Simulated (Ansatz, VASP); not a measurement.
# One calculation of MgO, two programs

```
Mg O
1.0
     0.00000    2.14965    2.14965
     2.14965    0.00000    2.14965
     2.14965    2.14965    0.00000
Mg O
1 1
Direct
  0.00000 0.00000 0.00000
  0.50000 0.50000 0.50000
```

Alike in both runs: task single point; functional PBE; k mesh 8 × 8 × 8; no spin polarisation.

|  | VASP | Ansatz |
| --- | --- | --- |
| version | VASP 6.6.1 | Ansatz 0.2.0 |
| potentials or method | VASP PAW PBE potentials, release 64 (Mg, O), cutoff 600 eV | PAW, plane waves, scalar-relativistic |
| occupations | methfessel-paxton of order 1, width 0.15 eV | cold, width 0.15 eV |
| valence electrons in the cell | 8 | 16 |

```tsv
	VASP	Ansatz	Ansatz less VASP
pressure (GPa)	-5.5	-4.5	+1.02
```

VASP's potentials hold 8 valence electrons a cell and Ansatz's 16, so a difference there can come from the potentials and not from the codes.
